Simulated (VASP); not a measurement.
Runs of VASP 6.6.1 on ZnIr2O4. The structure is that of space group Fd-3m (No. 227), or close to it. The cells are those of the table. 

```tsv
task	level	potentials or basis	cell	cutoff (eV)	gap on the mesh (eV)	pressure (GPa)	largest force (eV/Å)
band structure	PBE	VASP PAW PBE potentials, release 64 (Zn, Ir, O)	a = 6.102 Å, angles 60.0°, 14 atoms	520	0.61	8.7	0.27
band structure	LDA	VASP PAW LDA potentials, release 64 (Zn, Ir, O)	a = 6.102 Å, angles 60.0°, 14 atoms	520	(a)	-5.6	0.12
band structure	TB-mBJ	VASP PAW PBE potentials, release 64 (Zn, Ir, O)	a = 6.102 Å, angles 60.0°, 14 atoms	520	2.24	-	-
relaxation of cell and atoms	PBEsol	VASP PAW PBE potentials, release 64 (Zn, Ir, O)	relaxed from a = 6.187 Å, angles 60.0°, 14 atoms	600	0.50	0.0	-
band structure	r2SCAN	VASP PAW PBE potentials, release 64 (Zn, Ir, O)	a = 6.102 Å, angles 60.0°, 14 atoms	520	1.05	(b)	0.41
relaxation of cell and atoms	PBEsol	VASP PAW PBE potentials, release 64 (Zn, Ir, O)	relaxed from a = 6.102 Å, angles 60.0°, 14 atoms	600	0.50	0.1	-
```

Alike in all rows: smearing gaussian 0.03 eV.

**Question.** Fill in the values left out.

**Answer.** (a) 0.53; (b) 4.1.

Caveats: spin-orbit coupling is left out, which moves the levels of the heavy elements; the PAW data sets were made with another functional, which shifts forces and pressure a little (at least some runs); the cell stands under pressure (at least some runs); the cell stands under tension (at least some runs); the relaxation stopped at its first step, so nothing moved (at least some runs).

A k mesh can miss the band edges, and the runs leave out spin-orbit coupling on Ir.
